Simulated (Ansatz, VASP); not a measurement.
## One calculation of GaMo, two programs

```
Ga Mo
1.0
     3.14642   -3.51088    0.00000
     3.14642    3.51088    0.00000
     0.00000    0.00000    2.77197
Ga Mo
2 2
Direct
  0.79794 0.79794 0.50000
  0.20206 0.20206 0.50000
  0.69765 0.30235 0.00000
  0.30235 0.69765 0.00000
```

Change from the starting cell: species swapped into the VIr type (Cmmm, No. 65).

Alike in both runs: functional PBE; k mesh 8 × 8 × 12; occupations gaussian, width 0.1 eV; no spin polarisation.

Ansatz relaxed the structure, and its values are those at the end. VASP's run is a single point on that final structure, the one shown.

|  | VASP | Ansatz |
| --- | --- | --- |
| version | VASP 6.6.1 | Ansatz 0.2.0 |
| potentials or method | VASP PAW PBE potentials, release 64 (Ga_d, Mo_sv), cutoff 520 eV | scalar-relativistic, plane waves, PAW |
| valence electrons in the cell | 54 | 54 |

VASP gave:

| Item | Value |
| --- | --- |
| gap on the k mesh at the Fermi level (eV) | none |
| pressure (GPa) | 0.4 |

Estimate Ansatz's values.

gap on the k mesh at the Fermi level (eV): none; pressure (GPa): 0.0.

A gap of «none» marks a metal or a gap that the smearing closes. With one functional, cell and mesh, what is left measures potentials, basis and numerics.
